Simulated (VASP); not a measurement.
# Cu (P6_3/mmc) in VASP: notebook

Runs on Cu. Level: LDA. Tasks: single point.

All numbers are computed with VASP 6.6.1; they aren't measurements. Logs are shortened: lines on timing, memory, paths and dates and some standing lists are left out, and cuts for length are marked.

### Step 1. The cell of the first run

The structure is hexagonal, space group P6_3/mmc (No. 194). The conventional cell has a = 2.534 Å, b = 2.534 Å, c = 4.113 Å, α = 90.00°, β = 90.00°, γ = 120.00°. Cu (site symmetry -6m2) has 12 Cu at 2.52 to 2.53 Å within 3.3 Å.

This isn't the form of Cu at room conditions, which is fcc.

### Step 2. Single point, LDA

INCAR

```
ALGO = Normal
EDIFF = 1E-6
ENCUT = 520
ISIF = 2
ISMEAR = 1
LASPH = True
LCHARG = False
LREAL = False
LWAVE = False
NBANDS = 18
NELM = 100
PREC = Accurate
SIGMA = 0.5
```

KPOINTS

```
k-points
0
Gamma
  15 15 8
```

POSCAR

```
Cu
1.0
    2.5340970000      0.0000000000      0.0000000000
   -1.2670485000      2.1945923777      0.0000000000
    0.0000000000      0.0000000000      4.1125710000
Cu
2
Direct
    0.3333330000      0.6666670000      0.2500000000
    0.6666670000      0.3333330000      0.7500000000
```

Potentials or basis: VASP PAW LDA potentials, release 64 (Cu).

On the command line:

```
cat potpaw_LDA.64/Cu/POTCAR > POTCAR
mpirun -np 1 vasp_std > vasp.out
```

OUTCAR:

```text
EDIFF = 1E-6
   ENCUT = 520
   ISIF = 2
   ISMEAR = 1
   LASPH = True
   LREAL = False
   NELM = 100
   PREC = Accurate

 ion  position               nearest neighbor table
   1  0.333  0.667  0.250-   2 2.52   2 2.52   2 2.52   2 2.52   2 2.52   2 2.52
   2  0.667  0.333  0.750-   1 2.52   1 2.52   1 2.52   1 2.52   1 2.52   1 2.52

  LATTYP: Found a hexagonal cell.
 ALAT       =     2.5340970000
 C/A-ratio  =     1.6228940723

  Lattice vectors:

 A1 = (   2.5340970000,   0.0000000000,   0.0000000000)
 A2 = (  -1.2670485000,   2.1945923777,   0.0000000000)
 A3 = (   0.0000000000,   0.0000000000,   4.1125710000)

Analysis of symmetry for initial positions (statically):
=====================================================================
 Subroutine PRICEL returns:
 Original cell was already a primitive cell.

 Routine SETGRP: Setting up the symmetry group for a
 hexagonal supercell.

 Subroutine GETGRP returns: Found 24 space group operations
 (whereof 12 operations were pure point group operations)
 out of a pool of 24 trial point group operations.

The static configuration has the point symmetry D_3d.
 The point group associated with its full space group is D_6h.

Analysis of symmetry for dynamics (positions and initial velocities):
=====================================================================
 Subroutine PRICEL returns:
 Original cell was already a primitive cell.

 Routine SETGRP: Setting up the symmetry group for a
 hexagonal supercell.

 Subroutine GETGRP returns: Found 24 space group operations
 (whereof 12 operations were pure point group operations)
 out of a pool of 24 trial point group operations.

The dynamic configuration has the point symmetry D_3d.
 The point group associated with its full space group is D_6h.

 Subroutine INISYM returns: Found 24 space group operations
 (whereof 12 operations are pure point group operations),
 and found     1 'primitive' translations

----------------------------------------------------------------------------------------

                                     Primitive cell

  volume of cell :      22.8713

  direct lattice vectors                    reciprocal lattice vectors
     2.534097000  0.000000000  0.000000000     0.394617886  0.227832742  0.000000000
    -1.267048500  2.194592378  0.000000000     0.000000000  0.455665485  0.000000000
     0.000000000  0.000000000  4.112571000     0.000000000  0.000000000  0.243156896

  length of vectors
     2.534097000  2.534097000  4.112571000     0.455665485  0.455665485  0.243156896

  position of ions in fractional coordinates (direct lattice)
     0.333333000  0.666667000  0.250000000
     0.666667000  0.333333000  0.750000000

  ion indices of the primitive-cell ions
   primitive index   ion index
                 1           1
                 2           2

----------------------------------------------------------------------------------------

 KPOINTS: k-points

Automatic generation of k-mesh.
 Grid dimensions read from file:
 generate k-points for:   15   15    8

 Generating k-lattice:

  Cartesian coordinates                     Fractional coordinates (reciprocal lattice)
     0.026307859  0.015188849  0.000000000     0.066666667 -0.000000000  0.000000000
     0.000000000  0.030377699  0.000000000     0.000000000  0.066666667  0.000000000
     0.000000000  0.000000000  0.030394612     0.000000000  0.000000000  0.125000000

  Length of vectors
     0.030377699  0.030377699  0.030394612

  Shift w.r.t. Gamma in fractional coordinates (k-lattice)
     0.000000000  0.000000000  0.000000000

 Subroutine IBZKPT returns following result:
 ===========================================

 Found    135 irreducible k-points:

 Following reciprocal coordinates:
            Coordinates               Weight
  0.000000  0.000000  0.000000      1.000000
  0.066667  0.000000  0.000000      6.000000
  0.133333  0.000000  0.000000      6.000000
  0.200000  0.000000  0.000000      6.000000
  0.266667  0.000000  0.000000      6.000000
  0.333333  0.000000  0.000000      6.000000
[... 16 lines left out ...]
  0.333333  0.200000  0.000000     12.000000
  0.400000  0.200000  0.000000      6.000000
 [... further k-points ...]
   k-points           NKPTS =    135   k-points in BZ     NKDIM =    135   number of bands    NBANDS=     18
   number of dos      NEDOS =    301   number of ions     NIONS =      2
   total plane-waves  NPLWV =  12800
   dimension x,y,z NGX =    20 NGY =   20 NGZ =   32
   dimension x,y,z NGXF=    40 NGYF=   40 NGZF=   64
   ions per type =               2
   NGX,Y,Z   is equivalent  to a cutoff of  13.12, 13.12, 12.94 a.u.
   NGXF,Y,Z  is equivalent  to a cutoff of  26.24, 26.24, 25.87 a.u.
 SYSTEM =  unknown system
   PREC   = accura    normal or accurate (medium, high low for compatibility)
   ISTART =      0    job   : 0-new  1-cont  2-samecut
   ICHARG =      2    charge: 1-file 2-atom 10-const
   ISPIN  =      1    spin polarized calculation?
   LNONCOLLINEAR =      F non collinear calculations
   LSORBIT =      F    spin-orbit coupling
   LASPH  =      T    aspherical Exc in radial PAW
   ENCUT  =  520.0 eV  38.22 Ry    6.18 a.u.   4.71  4.71  7.65*2*pi/ulx,y,z
   NELM   =    100;   NELMIN=  2; NELMDL= -5     # of ELM steps
   EDIFF  = 0.1E-05   stopping-criterion for ELM
   LREAL  =      F    real-space projection
   EDIFFG = 0.1E-04   stopping-criterion for IOM
   NSW    =      0    number of steps for IOM
   IBRION =     -1    ionic relax: 0-MD 1-quasi-New 2-CG
   NFREE  =      0    steps in history (QN), initial steepest desc. (CG)
   ISIF   =      2    stress and relaxation
   ISYM   =      2    0-nonsym 1-usesym 2-fastsym
   POTIM  = 0.5000    time-step for ionic-motion
   TEBEG  =    0.0;   TEEND  =   0.0 temperature during run
   PSTRESS=    0.0 pullay stress
   NELECT =      22.0000    total number of electrons
   NUPDOWN=      -1.0000    fix difference up-down
   EMIN   =  10.00;   EMAX   =-10.00  energy-range for DOS
   EFERMI =   0.00;   METHOD = LEGACY
   ISMEAR =     1;   SIGMA  =   0.50  broadening in eV -4-tet -1-fermi 0-gaus
   EFERMI_NEDOS =   21; number of points for ismear=-14 and -15
   IALGO  =     38    algorithm
   IMIX   =      4    mixing-type and parameters
     AMIX     =   0.40;   BMIX     =  1.00
     AMIX_MAG =   1.60;   BMIX_MAG =  1.00
  volume/ion in A,a.u.               =      11.44        77.17
  Fermi-wavevector in a.u.,A,eV,Ry     =   1.616040  3.053874 35.532794  2.611587
  Thomas-Fermi vector in A             =   2.710691
   LORBIT       =      0    0 simple, 1 ext, 2 COOP (PROOUT), +10 PAW based schemes
   GGA     = CA    functional components
   LHFCALC =     F    Hartree Fock is set to
   AEXX    =    0.0000 exact exchange contribution
   IVDW    =     0    specifies the selected vdW correction
   LEPSILON=     F    determine dielectric tensor
   LRPA    =     F    only Hartree local field effects (RPA)
 non-spin polarized calculation
 Methfessel and Paxton  Order N= 1 SIGMA  =   0.50
  energy-cutoff  :      520.00
  volume of cell :       22.87
 maximum number of plane-waves:       640
 NGX is ok and might be reduce to    20
   NGX =  9   NGY =  9   NGZ = 15

 number of electron      21.9999979 magnetization

 Free energy of the ion-electron system (eV)
  ---------------------------------------------------
  ext. energy  EPLUGINS =         0.00000000
  ---------------------------------------------------
  free energy    TOTEN  =        -9.37561530 eV

  energy without entropy =       -9.37902821  energy(sigma->0) =       -9.37675294

 E-fermi :   7.7746     XC(G=0): -13.2915

 val. band max:        7.7574601256   @ k =   0.1333   0.1333   0.2500
 cond. band min:       7.8440146182   @ k =   0.4667   0.0667   0.2500
 fundamental gap:      0.0865544927
 Fermi energy:         7.7745762056

 k-point     1 :       0.0000    0.0000    0.0000
  band No.  band energies     occupation
      1      -1.8475      2.00000
      2       2.4552      2.00000
      3       4.5949      2.00000
      4       4.6353      2.00000
      5       4.6353      2.00000
      6       4.8591      2.00000
[... 10 lines left out ...]
     17      31.4729      0.00000
     18      31.4732      0.00000

 k-point     2 :       0.0667    0.0000    0.0000
  band No.  band energies     occupation
      1      -1.7010      2.00000
      2       2.5401      2.00000
      3       4.4892      2.00000
      4       4.6901      2.00000
      5       4.7265      2.00000
      6       4.8331      2.00000
[... 10 lines left out ...]
     17      32.4369      0.00000
     18      32.5268      0.00000

 k-point     3 :       0.1333    0.0000    0.0000
  band No.  band energies     occupation
      1      -1.2677      2.00000
      2       2.7702      2.00000
      3       4.3356      2.00000
      4       4.7170      2.00000
      5       4.7352      2.00000
      6       4.8480      2.00000
[... 10 lines left out ...]
     17      31.2890      0.00000
     18      32.6760      0.00000

 k-point     4 :       0.2000    0.0000    0.0000
  band No.  band energies     occupation
      1      -0.5699      2.00000
      2       3.0599      2.00000
      3       4.1825      2.00000
      4       4.2230      2.00000
      5       4.6441      2.00000
      6       4.9049      2.00000
[... 10 lines left out ...]
     17      28.3471      0.00000
     18      30.2226      0.00000

 k-point     5 :       0.2667    0.0000    0.0000
  band No.  band energies     occupation
      1       0.3411      2.00000
      2       3.2411      2.00000
      3       3.8192      2.00000
      4       4.1144      2.00000
      5       4.6073      2.00000
      6       4.7813      2.00000
[... 10 lines left out ...]
     17      25.9279      0.00000
     18      28.2976      0.00000

 k-point     6 :       0.3333    0.0000    0.0000
  band No.  band energies     occupation
      1       1.3486      2.00000
      2       3.2156      2.00000
      3       3.5228      2.00000
      4       4.1639      2.00000
      5       4.6714      2.00000
      6       4.6932      2.00000
[... 10 lines left out ...]
     17      23.5527      0.00000
     18      27.5429      0.00000

 k-point     7 :       0.4000    0.0000    0.0000
  band No.  band energies     occupation
      1       2.2067      2.00000
      2       3.1017      2.00000
      3       3.3302      2.00000
      4       4.3272      2.00000
      5       4.5897      2.00000
      6       4.7315      2.00000
[... 10 lines left out ...]
     17      21.3839      0.00000
     18      27.2200      0.00000

 k-point     8 :       0.4667    0.0000    0.0000
  band No.  band energies     occupation
      1       2.6606      2.00000
      2       2.9941      2.00000
      3       3.2358      2.00000
      4       4.5432      2.00000
      5       4.5464      2.00000
      6       4.6865      2.00000
[... 10 lines left out ...]
     17      20.9568      0.00000
     18      27.0830      0.00000
[... 229 lines left out ...]
     17      21.5959      0.00000
     18      26.3390      0.00000

 k-point    20 :       0.4000    0.1333    0.0000
  band No.  band energies     occupation
      1       2.9019      2.00000
      2       3.1765      2.00000
      3       3.2893      2.00000
      4       4.2457      2.00000
      5       4.4732      2.00000
      6       4.6496      2.00000
[... 10 lines left out ...]
     17      19.7606      0.00000
     18      26.0766      0.00000

 k-point    21 :       0.2000    0.2000    0.0000
  band No.  band energies     occupation
      1       1.6214      2.00000
      2       3.5637      2.00000
      3       3.5643      2.00000
      4       3.7362      2.00000
      5       4.4734      2.00000
      6       4.7188      2.00000
[... 10 lines left out ...]
     17      25.2215      0.00000
     18      25.5595      0.00000

 k-point    22 :       0.2667    0.2000    0.0000
  band No.  band energies     occupation
      1       2.4848      2.00000
      2       3.4320      2.00000
      3       3.4995      2.00000
      4       3.7676      2.00000
      5       4.4096      2.00000
      6       4.7714      2.00000
[... 10 lines left out ...]
     17      23.1747      0.00000
     18      24.4650      0.00000

 k-point    23 :       0.3333    0.2000    0.0000
  band No.  band energies     occupation
      1       3.0272      2.00000
      2       3.3554      2.00000
      3       3.3902      2.00000
      4       3.9294      2.00000
      5       4.4055      2.00000
      6       4.6452      2.00000
[... 10 lines left out ...]
     17      20.9385      0.00000
     18      24.0850      0.00000

 k-point    24 :       0.4000    0.2000    0.0000
  band No.  band energies     occupation
      1       3.1721      2.00000
      2       3.3305      2.00000
      3       3.3488      2.00000
      4       4.0358      2.00000
      5       4.4254      2.00000
      6       4.5790      2.00000
[... 10 lines left out ...]
     17      19.7351      0.00000
     18      23.9594      0.00000

 [... further k-points ...]

------------------------ aborting loop because EDIFF is reached ----------------------------------------

  FORCE on cell =-STRESS in cart. coord.  units (eV):
  Direction    XX          YY          ZZ          XY          YZ          ZX
  --------------------------------------------------------------------------------------
  -------------------------------------------------------------------------------------
  Total       -1.1128204     -1.1128204     -0.7235100      0.0000000     -0.0000000      0.0000000
  in kB      -77.9552090    -77.9552090    -50.6832685      0.0000000     -0.0000000      0.0000000
  external PRESSURE =     -68.8645622 kB  Pullay stress =       0.0000000 kB

 VOLUME and BASIS-vectors are now :
 -----------------------------------------------------------------------------
  energy-cutoff  :      520.00
  volume of cell :       22.87
      direct lattice vectors                 reciprocal lattice vectors
     2.534097000  0.000000000  0.000000000     0.394617886  0.227832742  0.000000000
    -1.267048500  2.194592378  0.000000000     0.000000000  0.455665485  0.000000000
     0.000000000  0.000000000  4.112571000     0.000000000  0.000000000  0.243156896

 POSITION                                       TOTAL-FORCE (eV/Angst)
 -----------------------------------------------------------------------------------
     -0.00000      1.46306      1.02814         0.000000     -0.000000      0.000000
      1.26705      0.73153      3.08443        -0.000000      0.000000      0.000000
 -----------------------------------------------------------------------------------
    total drift:                               -0.000139      0.000080     -0.000049

  FREE ENERGIE OF THE ION-ELECTRON SYSTEM (eV)
  ---------------------------------------------------
  free  energy   TOTEN  =        -9.3756153030 eV

  energy  without entropy=       -9.3790282066  energy(sigma->0) =       -9.37675294
```

It took 15 s on 1 thread of AMD EPYC 9R45 (Zen 5), shared host; peak memory 0.13 GiB.

What came out:

* Free energy: -9.3756 eV
* Pressure: -6.9 GPa
* Band gap on the k mesh: zero (bands 11 and 12 overlap by 6.12 eV)

Stress tensor (GPa, compression positive):
```
-7.80  0.00  0.00
 0.00 -7.80  0.00
 0.00  0.00 -5.07
```

Levels at points of the mesh, in eV from the Fermi level:
```csv
k point,band 9,band 10,band 11,band 12,band 13,band 14
"(0.00, 0.00, 0.00)",-2.63,-1.82,-1.82,-1.04,3.95,21.61
"(0.00, 0.00, 0.50)",-2.06,-2.06,-2.06,-2.06,12.84,12.84
```

Caveat: the cell stands under tension; so wide a smearing shifts energies and pressures.

### Step 3. Single point, LDA

INCAR

```
PREC = Accurate
ENCUT = 520
EDIFF = 1E-6
ISMEAR = 1
SIGMA = 0.3
LREAL = False
LASPH = True
NELM = 100
ALGO = Normal
ISIF = 2
LWAVE = False
LCHARG = False
GGA = CA
NBANDS = 18
```

KPOINTS

```
Automatic mesh
0
Gamma
  15 15 8
```

POSCAR is that of step 2.

Potentials or basis: VASP PAW LDA potentials, release 64 (Cu).

On the command line:

```
cat potpaw_LDA.64/Cu/POTCAR > POTCAR
mpirun -np 1 vasp_std > vasp.out
```

It took 14 s on 1 thread of AMD EPYC 9R45 (Zen 5), shared host; peak memory 0.13 GiB.

It converged, with:

* Free energy: -9.3761 eV
* Pressure: -6.9 GPa
* Band gap on the k mesh: zero (bands 11 and 12 overlap by 6.12 eV)

Stress tensor (GPa, compression positive):
```
-8.01  0.00  0.00
 0.00 -8.01  0.00
 0.00  0.00 -4.67
```

Levels at points of the mesh, in eV from the Fermi level:
| k point | band 8 | band 9 | band 10 | band 11 | band 12 | band 13 | band 14 | band 15 |
| --- | --- | --- | --- | --- | --- | --- | --- | --- |
| (0.00, 0.00, 0.00) | -2.70 | -2.70 | -1.89 | -1.89 | -1.10 | 3.88 | 21.54 | 21.87 |
| (0.00, 0.00, 0.50) | -3.26 | -2.13 | -2.13 | -2.13 | -2.13 | 12.78 | 12.78 | 22.23 |

Caveat: the cell stands under tension; so wide a smearing shifts energies and pressures.

### Step 4. Single point, LDA

INCAR

```
PREC     = Accurate       # precision mode
ENCUT    = 520            # plane-wave cutoff, eV
EDIFF    = 1E-6           # SCF threshold, eV
ISMEAR   = 1              # smearing method
SIGMA    = 0.2            # smearing width, eV
LREAL    = False          # projectors in reciprocal space
LASPH    = True           # aspherical terms in the spheres
NELM     = 80             # most SCF steps
ALGO     = Normal         # electronic algorithm
ISIF     = 2              # what is computed and relaxed
LWAVE    = False          # write WAVECAR
LCHARG   = True           # write CHGCAR
GGA      = CA             # functional
LELF     = True           # ELF
LVHAR    = True         
NBANDS   = 18             # bands
```

KPOINTS is that of step 3.

POSCAR is that of step 3.

On the command line:

```
cat potpaw_LDA.64/Cu/POTCAR > POTCAR
mpirun -np 1 vasp_std > vasp.out
```

Run time: 17 s. Hardware: 1 thread of AMD EPYC 9R45 (Zen 5), shared host; peak memory 0.13 GiB.

It converged, with:

```yaml
Free_energy: -9.3754 eV
Pressure: -6.9 GPa
Band_gap_on_the_k_mesh: zero (bands 11 and 12 overlap by 6.12 eV)
```

Stress tensor (GPa, compression positive):
```
-8.10  0.00  0.00
 0.00 -8.10  0.00
 0.00  0.00 -4.44
```

Levels at points of the mesh, in eV from the Fermi level:
```csv
k point,band 7,band 8,band 9,band 10,band 11,band 12,band 13,band 14,band 15,band 16
"(0.00, 0.00, 0.00)",-3.02,-2.73,-2.73,-1.92,-1.92,-1.13,3.85,21.51,21.84,21.84
"(0.00, 0.00, 0.50)",-3.29,-3.29,-2.16,-2.16,-2.16,-2.16,12.74,12.74,22.20,22.20
```

Caveat: the cell stands under tension.

### Step 5. Single point, LDA

INCAR

```
SYSTEM = Cu
  PREC = Accurate
  ENCUT = 520
  EDIFF = 1E-6
  ISMEAR = 1
  SIGMA = 0.1
  LREAL = .FALSE.
  LASPH = .TRUE.
  NELM = 100
  ALGO = Normal
  ISIF = 2
  LWAVE = .FALSE.
  LCHARG = .TRUE.
  GGA = CA
  LELF = .TRUE.
  LVHAR = .TRUE.
  NBANDS = 18
```

KPOINTS

```
Automatic mesh
0
G
  15 15 8
  0 0 0
```

POSCAR is that of step 4.

On the command line:

```
cat potpaw_LDA.64/Cu/POTCAR > POTCAR
mpirun -np 1 vasp_std > vasp.out
```

It took 18 s on 1 thread of AMD EPYC 9R45 (Zen 5), shared host; peak memory 0.13 GiB.

Results (log left out):

```yaml
Free_energy: -9.3751 eV
Pressure: -7.3 GPa
Band_gap_on_the_k_mesh: zero (bands 11 and 12 overlap by 6.12 eV)
```

Stress tensor (GPa, compression positive):
```
-8.66  0.00  0.00
 0.00 -8.66  0.00
 0.00  0.00 -4.54
```

Levels at points of the mesh, in eV from the Fermi level:
| k point | band 8 | band 9 | band 10 | band 11 | band 12 | band 13 | band 14 | band 15 |
| --- | --- | --- | --- | --- | --- | --- | --- | --- |
| (0.00, 0.00, 0.00) | -2.74 | -2.74 | -1.94 | -1.94 | -1.15 | 3.83 | 21.49 | 21.82 |
| (0.00, 0.00, 0.50) | -3.31 | -2.18 | -2.18 | -2.18 | -2.18 | 12.73 | 12.73 | 22.18 |

Caveat: the cell stands under tension.

### Step 6. Summary

```csv
smearing,gap on the mesh (eV),pressure (GPa)
methfessel-paxton 0.5 eV,none,-6.9
methfessel-paxton 0.3 eV,none,-6.9
methfessel-paxton 0.2 eV,none,-6.9
methfessel-paxton 0.1 eV,none,-7.3
```

Alike in all rows: task single point; level LDA; potentials or basis VASP PAW LDA potentials, release 64 (Cu); no spin polarisation; cell as given; k mesh 15 × 15 × 8; cutoff (eV) 520.

Caveats: the cell stands under tension; so wide a smearing shifts energies and pressures (at least some runs).

Total energies depend on the potentials used, so only differences within one code and one set of settings carry meaning.

The gap in the log of VASP goes by the Fermi energy; the results here count the filled bands.